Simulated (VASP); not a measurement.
A run of VASP 6.6.1:

INCAR

```
SYSTEM = PbO2
  ALGO = Normal
  EDIFF = 1E-6
  EDIFFG = -0.01
  ENCUT = 600
  GGA = PE
  IBRION = 2
  ISIF = 3
  ISMEAR = -1
  LASPH = .TRUE.
  LCHARG = .FALSE.
  LREAL = .FALSE.
  LWAVE = .FALSE.
  NELM = 80
  NSW = 80
  PREC = Accurate
  PSTRESS = 200.0
  SIGMA = 0.02
```

The input KPOINTS:

```
k-points
0
G
  8 8 6
  0 0 0
```

File POSCAR:

```
PbO2
1.0
    3.2400000000      0.0000000000      0.0000000000
   -1.6200000000      2.8059223083      0.0000000000
    0.0000000000      0.0000000000      3.5640000000
Pb O
1 2
Direct
    0.0000000000      0.0000000000      0.0000000000
    0.3333333333      0.6666666667      0.5000000000
    0.6666666667      0.3333333333      0.5000000000
```

Potentials or basis: VASP PAW PBE potentials, release 64 (Pb_d, O).

The run is started by

```bash
$ cat potpaw_PBE.64/Pb_d/POTCAR potpaw_PBE.64/O/POTCAR > POTCAR
$ mpirun -np 1 vasp_std > vasp.out
```

Hardware: 1 thread of Intel Xeon 8259CL, on a shared host.

How long does it take, and how much memory?

Wall time 4.2 min on 1 thread of Intel Xeon 8259CL (shared host), peak memory 0.18 GiB. Counts: scf iterations 77, k points 40, ion steps 9.
